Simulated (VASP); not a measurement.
# BP (Pm-3m) in VASP: further runs, part 2 of 2

VASP 6.6.1. Earlier steps stand in the parts before.

## (3) Single point, PBE-based screened hybrid

Contents of POSCAR:

```
BP
1.0
    2.7080526412      0.0000000000      0.0000000000
    0.0000000000      2.7080526412      0.0000000000
    0.0000000000      0.0000000000      2.7080526412
B P
1 1
Direct
    0.0000000000      0.0000000000      0.0000000000
    0.5000000000      0.5000000000      0.5000000000
```

Contents of INCAR.step1:

```
PREC = Accurate ; ENCUT = 420
EDIFF = 1E-5 ; ISMEAR = -1
SIGMA = 0.02 ; LREAL = F
LASPH = T ; NELM = 120
ALGO = Normal ; ISIF = 2
LWAVE = T ; GGA = PE
NBANDS = 11 ; GGA_COMPAT = F
```

Contents of INCAR.step2:

```
PREC = Accurate ; ENCUT = 420
EDIFF = 1E-6 ; ISMEAR = -1
SIGMA = 0.02 ; LREAL = F
LASPH = T ; NELM = 120
ALGO = Normal ; ISIF = 2
LWAVE = F ; LCHARG = T
GGA = PE ; LHFCALC = T
AEXX = 0.5 ; HFSCREEN = 0.3
PRECFOCK = Normal ; LELF = T
LVHAR = T ; ISTART = 1
NBANDS = 11 ; GGA_COMPAT = F
```

Contents of KPOINTS:

```
regular mesh
0
Gamma
  4 4 4
```

Potentials or basis: VASP PAW PBE potentials, release 64 (B, P).

Started as:

```bash
$ cat potpaw_PBE.64/B/POTCAR potpaw_PBE.64/P/POTCAR > POTCAR
$ cp INCAR.step1 INCAR
$ mpirun -np 1 vasp_std > vasp.out
$ cp INCAR.step2 INCAR
$ mpirun -np 1 vasp_std > vasp.out
```

OUTCAR:

```text
PREC = Accurate
   ENCUT = 420
   EDIFF = 1E-6
   ISMEAR = -1
   LREAL = F
   LASPH = T
   NELM = 120
   ISIF = 2
   GGA = PE
   LHFCALC = T
   AEXX = 0.5
   HFSCREEN = 0.3
   PRECFOCK = Normal
   ISTART = 1

 ion  position               nearest neighbor table
   1  0.000  0.000  0.000-   2 2.35   2 2.35   2 2.35   2 2.35   2 2.35   2 2.35   2 2.35   2 2.35

   2  0.500  0.500  0.500-   1 2.35   1 2.35   1 2.35   1 2.35   1 2.35   1 2.35   1 2.35   1 2.35

  LATTYP: Found a simple cubic cell.
 ALAT       =     2.7080526412

  Lattice vectors:

 A1 = (   2.7080526412,   0.0000000000,   0.0000000000)
 A2 = (   0.0000000000,   2.7080526412,   0.0000000000)
 A3 = (   0.0000000000,   0.0000000000,   2.7080526412)

Analysis of symmetry for initial positions (statically):
=====================================================================
 Subroutine PRICEL returns:
 Original cell was already a primitive cell.

 Routine SETGRP: Setting up the symmetry group for a
 simple cubic supercell.

 Subroutine GETGRP returns: Found 48 space group operations
 (whereof 48 operations were pure point group operations)
 out of a pool of 48 trial point group operations.

The static configuration has the point symmetry O_h .

Analysis of symmetry for dynamics (positions and initial velocities):
=====================================================================
 Subroutine PRICEL returns:
 Original cell was already a primitive cell.

 Routine SETGRP: Setting up the symmetry group for a
 simple cubic supercell.

 Subroutine GETGRP returns: Found 48 space group operations
 (whereof 48 operations were pure point group operations)
 out of a pool of 48 trial point group operations.

The dynamic configuration has the point symmetry O_h .

 Subroutine INISYM returns: Found 48 space group operations
 (whereof 48 operations are pure point group operations),
 and found     1 'primitive' translations

----------------------------------------------------------------------------------------

                                     Primitive cell

  volume of cell :      19.8596

  direct lattice vectors                    reciprocal lattice vectors
     2.708052641  0.000000000  0.000000000     0.369269040  0.000000000  0.000000000
     0.000000000  2.708052641  0.000000000     0.000000000  0.369269040  0.000000000
     0.000000000  0.000000000  2.708052641     0.000000000  0.000000000  0.369269040

  length of vectors
     2.708052641  2.708052641  2.708052641     0.369269040  0.369269040  0.369269040

  position of ions in fractional coordinates (direct lattice)
     0.000000000  0.000000000  0.000000000
     0.500000000  0.500000000  0.500000000

  ion indices of the primitive-cell ions
   primitive index   ion index
                 1           1
                 2           2

----------------------------------------------------------------------------------------

 KPOINTS: regular mesh

[... 35 lines left out ...]
   number of dos      NEDOS =    301   number of ions     NIONS =      2
   total plane-waves  NPLWV =   5832
   dimension x,y,z NGX =    18 NGY =   18 NGZ =   18
   dimension x,y,z NGXF=    36 NGYF=   36 NGZF=   36
   ions per type =               1   1
   NGX,Y,Z   is equivalent  to a cutoff of  11.05, 11.05, 11.05 a.u.
   NGXF,Y,Z  is equivalent  to a cutoff of  22.10, 22.10, 22.10 a.u.
 SYSTEM =  unknown system
   PREC   = accura    normal or accurate (medium, high low for compatibility)
   ISTART =      1    job   : 0-new  1-cont  2-samecut
   ICHARG =      0    charge: 1-file 2-atom 10-const
   ISPIN  =      1    spin polarized calculation?
   LNONCOLLINEAR =      F non collinear calculations
   LSORBIT =      F    spin-orbit coupling
   LASPH  =      T    aspherical Exc in radial PAW
   ENCUT  =  420.0 eV  30.87 Ry    5.56 a.u.   4.53  4.53  4.53*2*pi/ulx,y,z
   NELM   =    120;   NELMIN=  2; NELMDL=  0     # of ELM steps
   EDIFF  = 0.1E-05   stopping-criterion for ELM
   LREAL  =      F    real-space projection
   EDIFFG = 0.1E-04   stopping-criterion for IOM
   NSW    =      0    number of steps for IOM
   IBRION =     -1    ionic relax: 0-MD 1-quasi-New 2-CG
   NFREE  =      0    steps in history (QN), initial steepest desc. (CG)
   ISIF   =      2    stress and relaxation
   ISYM   =      3    0-nonsym 1-usesym 2-fastsym
   POTIM  = 0.5000    time-step for ionic-motion
   TEBEG  =    0.0;   TEEND  =   0.0 temperature during run
   PSTRESS=    0.0 pullay stress
   NELECT =       8.0000    total number of electrons
   NUPDOWN=      -1.0000    fix difference up-down
   EMIN   =  10.00;   EMAX   =-10.00  energy-range for DOS
   EFERMI =   0.00;   METHOD = LEGACY
   ISMEAR =    -1;   SIGMA  =   0.02  broadening in eV -4-tet -1-fermi 0-gaus
   EFERMI_NEDOS =   21; number of points for ismear=-14 and -15
   IALGO  =     38    algorithm
   IMIX   =      1    mixing-type and parameters
     AMIX     =   0.40;   BMIX     =  1.00
     AMIX_MAG =   1.60;   BMIX_MAG =  1.00
  volume/ion in A,a.u.               =       9.93        67.01
  Fermi-wavevector in a.u.,A,eV,Ry     =   1.209060  2.284791 19.889340  1.461825
  Thomas-Fermi vector in A             =   2.344649
   LORBIT       =      0    0 simple, 1 ext, 2 COOP (PROOUT), +10 PAW based schemes
   GGA     = PE    functional components
   LHFCALC =     T    Hartree Fock is set to
   PRECFOCK=normal    Normal, Fast or Accurate (Low or Medium for compatibility)
   ENCUT4O =  -1.0   cutoff for four orbital integrals eV
   NKREDX  =     1    reduce k-point grid by
   NKREDY  =     1    reduce k-point grid by
   NKREDZ  =     1    reduce k-point grid by
   AEXX    =    0.5000 exact exchange contribution
   HFSCREEN=    0.3000 screening length (either q_TF or 0.3 A-1)
   HFSCREENC=   0.3000 screening length for correlation (either q_TF or 0.3 A-1)
   ENCUTFOCK=  -1.0 apply spherical cutoff to Coloumb kernel
   IVDW    =     0    specifies the selected vdW correction
   LEPSILON=     F    determine dielectric tensor
   LRPA    =     F    only Hartree local field effects (RPA)
 non-spin polarized calculation
  energy-cutoff  :      420.00
  volume of cell :       19.86
 maximum number of plane-waves:       402
  NGX = 14; NGY = 14; NGZ = 14

 number of electron       8.0000002 magnetization

 Free energy of the ion-electron system (eV)
  ---------------------------------------------------
  ext. energy  EPLUGINS =         0.00000000
  ---------------------------------------------------
  free energy    TOTEN  =       -11.86511334 eV

  energy without entropy =      -11.86173418  energy(sigma->0) =      -11.86342376

 E-fermi :  10.3350     XC(G=0):  -8.0348

 val. band max:        9.1819669049   @ k =   0.5000   0.2500   0.2500
 cond. band min:      10.3670004854   @ k =   0.2500   0.0000   0.0000
 fundamental gap:      1.1850335805
 Fermi energy:        10.3350157430

 k-point     1 :       0.0000    0.0000    0.0000
  band No.  band energies     occupation
      1     -10.9905      2.00000
      2       9.0183      2.00000
      3       9.0184      2.00000
      4       9.0190      2.00000
      5      13.0533      0.00000
      6      15.2541      0.00000
      7      15.2541      0.00000
      8      23.5744      0.00000
      9      23.5745      0.00000
     10      23.5745      0.00000
     11      30.4740      0.00000
[... 113 lines left out ...]
 k-point    10 :       0.5000    0.5000    0.5000
  band No.  band energies     occupation
      1       3.2429      2.00000
      2       5.5234      2.00000
      3       5.5234      2.00000
      4       5.5234      2.00000
      5       6.5346      2.00000
      6       6.5346      2.00000
      7       6.5346      2.00000
      8       7.9612      2.00000
      9      34.2978      0.00000
     10      34.2978      0.00000
     11      34.2978      0.00000

------------------------ aborting loop because EDIFF is reached ----------------------------------------

  FORCE on cell =-STRESS in cart. coord.  units (eV):
  Direction    XX          YY          ZZ          XY          YZ          ZX
  --------------------------------------------------------------------------------------
  -------------------------------------------------------------------------------------
  Total       -1.0312654     -1.0312654     -1.0312654     -0.0000000     -0.0000000      0.0000000
  in kB      -83.1973977    -83.1973977    -83.1973977     -0.0000000     -0.0000000      0.0000000
  external PRESSURE =     -83.1973977 kB  Pullay stress =       0.0000000 kB

 VOLUME and BASIS-vectors are now :
 -----------------------------------------------------------------------------
  energy-cutoff  :      420.00
  volume of cell :       19.86
      direct lattice vectors                 reciprocal lattice vectors
     2.708052641  0.000000000  0.000000000     0.369269040  0.000000000  0.000000000
     0.000000000  2.708052641  0.000000000     0.000000000  0.369269040  0.000000000
     0.000000000  0.000000000  2.708052641     0.000000000  0.000000000  0.369269040

 POSITION                                       TOTAL-FORCE (eV/Angst)
 -----------------------------------------------------------------------------------
      0.00000      0.00000      0.00000         0.000000      0.000000      0.000000
      1.35403      1.35403      1.35403         0.000000      0.000000      0.000000
 -----------------------------------------------------------------------------------
    total drift:                               -0.000003     -0.000003     -0.000003

  FREE ENERGIE OF THE ION-ELECTRON SYSTEM (eV)
  ---------------------------------------------------
  free  energy   TOTEN  =       -11.8651133393 eV

  energy  without entropy=      -11.8617341848  energy(sigma->0) =      -11.86342376
```

Wall time 81 s (1 thread of AMD EPYC 7R43 (Zen 3), shared host); peak memory 0.18 GiB.

What came out:

```yaml
Free_energy: -11.8651 eV
Pressure: -8.3 GPa
Band_gap_on_the_k_mesh: zero (band 4 reaches 14.05 eV, above the bottom of band 5 at 6.53 eV)
```

Caveat: the k points lie up to 0.58 Å⁻¹ apart; the PAW data sets were made with another functional, which shifts forces and pressure a little.

## (4) Single point, PBE-based screened hybrid

POSCAR is that of step 3.

Contents of INCAR.step1:

```
SYSTEM = BP
PREC     = Accurate       ! precision mode
ENCUT    = 420            ! plane-wave cutoff, eV
EDIFF    = 1E-5           ! SCF threshold, eV
ISMEAR   = -1             ! smearing method
SIGMA    = 0.02           ! smearing width, eV
LREAL    = .False.        ! projectors in reciprocal space
LASPH    = .True.         ! aspherical terms in the spheres
NELM     = 120            ! most SCF steps
ALGO     = Normal         ! electronic algorithm
ISIF     = 2              ! what is computed and relaxed
LWAVE    = .True.         ! write WAVECAR
LCHARG   = .False.        ! write CHGCAR
NBANDS   = 11             ! bands
GGA      = PE             ! functional
GGA_COMPAT= .False.
```

Contents of INCAR.step2:

```
SYSTEM = BP
PREC     = Accurate       ! precision mode
ENCUT    = 420            ! plane-wave cutoff, eV
EDIFF    = 1E-6           ! SCF threshold, eV
ISMEAR   = -1             ! smearing method
SIGMA    = 0.02           ! smearing width, eV
LREAL    = .False.        ! projectors in reciprocal space
LASPH    = .True.         ! aspherical terms in the spheres
NELM     = 120            ! most SCF steps
ALGO     = Normal         ! electronic algorithm
ISIF     = 2              ! what is computed and relaxed
LWAVE    = .False.        ! write WAVECAR
LCHARG   = .False.        ! write CHGCAR
GGA      = PE             ! functional
LHFCALC  = .True.         ! exact exchange
AEXX     = 1.0            ! exact-exchange fraction
HFSCREEN = 0.5            ! screening, 1/A
PRECFOCK = Normal       
NBANDS   = 11             ! bands
ISTART   = 1            
ALDAC    = 1.0          
AGGAC    = 1.0          
GGA_COMPAT= .False.
```

Contents of KPOINTS:

```
regular mesh
0
Gamma
  4 4 4
  0 0 0
```

Started as:

```bash
$ cat potpaw_PBE.64/B/POTCAR potpaw_PBE.64/P/POTCAR > POTCAR
$ cp INCAR.step1 INCAR
$ mpirun -np 1 vasp_std > vasp.out
$ cp INCAR.step2 INCAR
$ mpirun -np 1 vasp_std > vasp.out
```

It took 51 s on 1 thread of AMD EPYC 7R43 (Zen 3), shared host; peak memory 0.17 GiB.

It converged, with:

| Item | Value |
| --- | --- |
| Free energy | -12.4928 eV |
| Pressure | -10.4 GPa |
| Band gap on the k mesh | zero (band 4 reaches 14.42 eV, above the bottom of band 5 at 6.47 eV) |

Levels at points of the mesh, in eV from the Fermi level:
| k point | band 1 | band 2 | band 3 | band 4 | band 5 | band 6 | band 7 | band 8 |
| --- | --- | --- | --- | --- | --- | --- | --- | --- |
| (0.00, 0.00, 0.00) | -23.39 | -1.38 | -1.38 | -1.38 | 2.65 | 4.99 | 4.99 | 14.30 |
| (0.50, 0.00, 0.00) | -18.17 | -15.66 | 4.01 | 4.01 | 4.20 | 4.20 | 6.81 | 7.74 |
| (0.50, 0.50, 0.00) | -12.62 | -10.73 | -10.73 | -8.57 | 7.06 | 7.15 | 10.92 | 10.92 |
| (0.50, 0.50, 0.50) | -7.64 | -5.12 | -5.12 | -5.12 | -3.95 | -3.95 | -3.95 | -2.71 |

Caveat: the k points lie up to 0.58 Å⁻¹ apart; the PAW data sets were made with another functional, which shifts forces and pressure a little.
